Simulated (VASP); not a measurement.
Here is a VASP 6.6.1 calculation.

Contents of POSCAR:

```
AlAs
1.0
    0.0000000000      2.8670351737      2.8670351737
    2.8670351737      0.0000000000      2.8670351737
    2.8670351737      2.8670351737      0.0000000000
Al As
1 1
Direct
    0.0000000000      0.0000000000      0.0000000000
    0.2500000000      0.2500000000      0.2500000000
```

File INCAR.step1:

```
SYSTEM = AlAs
  PREC = Accurate
  ENCUT = 550
  ISMEAR = 0
  SIGMA = 0.01
  LREAL = .FALSE.
  LASPH = .TRUE.
  NELM = 120
  NBANDS = 11
  GGA = PE
  ALGO = Normal
  EDIFF = 1E-5
  LWAVE = .TRUE.
  LCHARG = .FALSE.
  GGA_COMPAT = .FALSE.
```

The input INCAR.step2:

```
SYSTEM = AlAs
  PREC = Accurate
  ENCUT = 550
  EDIFF = 1E-6
  ISMEAR = 0
  SIGMA = 0.01
  LREAL = .FALSE.
  LASPH = .TRUE.
  NELM = 120
  ALGO = Normal
  ISIF = 2
  LWAVE = .FALSE.
  LCHARG = .FALSE.
  METAGGA = R2SCAN
  LMIXTAU = .TRUE.
  NBANDS = 11
  ISTART = 1
  GGA_COMPAT = .FALSE.
```

The input KPOINTS:

```
Automatic mesh
0
G
  6 6 6
  0 0 0
```

Potentials or basis: VASP PAW PBE potentials, release 64 (Al, As).

Run with:

```bash
$ cat potpaw_PBE.64/Al/POTCAR potpaw_PBE.64/As/POTCAR > POTCAR
$ cp INCAR.step1 INCAR
$ mpirun -np 1 vasp_std > vasp.out
$ cp INCAR.step2 INCAR
$ mpirun -np 1 vasp_std > vasp.out
```

Task: Estimate the pressure.

Result: -2.1 GPa.

Task: Predict the band gap on the k mesh.

Result: 1.85 eV, indirect (least direct gap 2.38 eV).

Caveat: the PAW data sets were made with another functional, which shifts forces and pressure a little. A k mesh can miss the band edges.
